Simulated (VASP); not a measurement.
A run of VASP 6.6.1 is set up as follows.

File INCAR:

```
SYSTEM = CO2
ALGO     = Normal         ! electronic algorithm
EDIFF    = 1E-6           ! SCF threshold, eV
ENCUT    = 910            ! plane-wave cutoff, eV
GGA      = PE             ! functional
GGA_COMPAT= .FALSE.      
ISIF     = 2              ! what is computed and relaxed
ISMEAR   = 0              ! smearing method
LASPH    = .TRUE.         ! aspherical terms in the spheres
LCHARG   = .FALSE.        ! write CHGCAR
LREAL    = .FALSE.        ! projectors in reciprocal space
LWAVE    = .FALSE.        ! write WAVECAR
NBANDS   = 25             ! bands
NELM     = 120            ! most SCF steps
PREC     = Accurate       ! precision mode
SIGMA    = 0.05           ! smearing width, eV
```

Contents of KPOINTS:

```
k-points
0
G
  10 10 10
  0 0 0
```

Contents of POSCAR:

```
CO2
1.0
   -2.0169550902      2.0169550902      3.0053772822
    2.0169550902     -2.0169550902      3.0053772822
    2.0169550902      2.0169550902     -3.0053772822
C O
2 4
Direct
    0.0000000000      0.0000000000      0.0000000000
    0.7500000000      0.2500000000      0.5000000000
    0.3750000000      0.2826931897      0.4076931897
    0.7173068103      0.1250000000      0.0923068103
    0.8750000000      0.9673068103      0.5923068103
    0.0326931897      0.6250000000      0.9076931897
```

Potentials or basis: VASP PAW PBE potentials, release 64 (C_h, O_h).

Command:

```console
$ cat potpaw_PBE.64/C_h/POTCAR potpaw_PBE.64/O_h/POTCAR > POTCAR
$ mpirun -np 1 vasp_std > vasp.out
```

(1) What does it give for the pressure?

(2) Predict the band gap on the k mesh.

(3) Predict the largest force.

Results:

(1) -5.7 GPa.

(2) 7.60 eV (least direct gap 8.00 eV).

(3) 0.005 eV/Å.

Caveat: the cutoff is under 1.25 times the usual one of these potentials, so pressure, stress and relaxed cells hold a basis-set (Pulay) error; the cell stands under tension.
